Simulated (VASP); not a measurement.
**Be: single point with PBEsol**

Be:

```
Be
1.0
    -1.24667    1.24667    1.24667
     1.24667   -1.24667    1.24667
     1.24667    1.24667   -1.24667
Be
1
Cartesian
  0.0000 0.0000 0.0000
```

```json
{
  "Program": "VASP 6.6.1",
  "Task": "single point",
  "Functional": "PBEsol",
  "Potentials or basis": "VASP PAW PBE potentials, release 64 (Be)",
  "Cutoff": "520 eV",
  "k mesh": "24 × 24 × 24",
  "Occupations": "gaussian, width 0.1 eV",
  "Spin": "no spin polarisation",
  "Dipole correction": "no",
  "Further INCAR settings": "ALGO = Normal; EDIFF = 1e-06; NBANDS = 7"
}
```

```yaml
Pressure: 0.3 GPa
Band_gap_on_the_k_mesh: zero (band 1 reaches 12.04 eV, above the bottom of band 2 at 6.65 eV)
```

Levels at points of the mesh, in eV from the Fermi level:
```
           k point  band 1  band 2  band 3  band 4  band 5
(0.00, 0.00, 0.00)  -12.42   19.50   19.50   19.50   30.92
(0.50, 0.00, 0.00)   -5.39    0.34   12.29   15.52   20.48
(0.50, 0.50, 0.50)    3.90    3.90    3.90    9.78    9.78
```

Wall time 5.8 s on 1 thread of Intel(R) Xeon(R) Platinum 8488C (Sapphire Rapids) (shared host), peak memory 0.12 GiB.

Caveat: the PAW data sets were made with another functional, which shifts forces and pressure a little.
